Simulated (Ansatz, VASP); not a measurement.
# Ta: VASP and Ansatz over several settings

```
Ta
1.0
    -1.68367    1.68367    1.68367
     1.68367   -1.68367    1.68367
     1.68367    1.68367   -1.68367
Ta
1
Direct
  0.00000 0.00000 0.00000
```

Single points on this cell with VASP 6.6.1 and Ansatz 0.2.0. Each row is one pair of runs. Alike in all rows: spin: off; smearing: fermi-dirac, width 0.05 eV.

| level | k mesh | VASP's potentials, cutoff | Ansatz's potentials, cutoff | gap on the k mesh at the Fermi level (eV), VASP | gap on the k mesh at the Fermi level (eV), Ansatz |
| --- | --- | --- | --- | --- | --- |
| r2SCAN | 11 × 11 × 11 | VASP PAW PBE potentials, release 64 (Ta_sv_GW), 550 eV | Ansatz PAW, 500 eV | none | none |
| PBE0 | 6 × 6 × 6 | VASP PAW PBE potentials, release 64 (Ta_sv_GW), 400 eV | Ansatz PAW, 420 eV | none | none |
| HSE06 | 6 × 6 × 6 | VASP PAW PBE potentials, release 64 (Ta_sv_GW), 400 eV | Ansatz PAW, 420 eV | none | none |
| r2SCAN50 | 6 × 6 × 6 | VASP PAW PBE potentials, release 64 (Ta_sv_GW), 440 eV | Ansatz PAW, 500 eV | none | none |

A gap of «none» marks a metal or a gap that the smearing closes.

The k mesh is coarse in some rows, so the values compare programs but aren't converged. Spin-orbit coupling is off throughout.
